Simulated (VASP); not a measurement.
Set up this calculation in VASP 6.6.1, as the native input.

```
Task                   : single point
Functional             : PBE
Potentials or basis    : VASP PAW PBE potentials, release 64 (I)
Cutoff                 : 500 eV
k mesh                 : 15 × 15 × 15
Occupations            : methfessel-paxton, width 0.02 eV
Spin                   : no spin polarisation
Dipole correction      : no
Further INCAR settings : ALGO = Normal; EDIFF = 1e-06; NBANDS = 10
```

The structure of I lies in POSCAR:

```
I
1.0
   -2.0753631634      2.0753631634      2.0753631634
    2.0753631634     -2.0753631634      2.0753631634
    2.0753631634      2.0753631634     -2.0753631634
I
1
Direct
    0.0000000000      0.0000000000      0.0000000000
```

These files were run (other wordings do the same):

INCAR

```
SYSTEM = I
PREC = Accurate
ENCUT = 500
EDIFF = 1E-6
ISMEAR = 1
SIGMA = 0.02
LREAL = .False.
LASPH = .True.
NELM = 120
ALGO = Normal
ISIF = 2
LWAVE = .False.
LCHARG = .False.
GGA = PE
NBANDS = 10
GGA_COMPAT = .False.
```

KPOINTS

```
Automatic mesh
0
Gamma
  15 15 15
  0 0 0
```

Potentials or basis: VASP PAW PBE potentials, release 64 (I).

The run is started by

```bash
$ cat potpaw_PBE.64/I/POTCAR > POTCAR
$ mpirun -np 1 vasp_std > vasp.out
```

It gave:

```
Pressure               : 0.0 GPa
Band gap on the k mesh : zero (an odd number of electrons rules out a gap without spin polarisation)
```

Caveat: spin-orbit coupling is left out, which moves the levels of the heavy elements; an odd number of electrons without spin polarisation forces a metal; a magnetic or distorted state may lie lower.

Wall time 17 s on 1 thread of AMD EPYC 7R13 Processor (Zen 3) (shared host), peak memory 0.15 GiB.
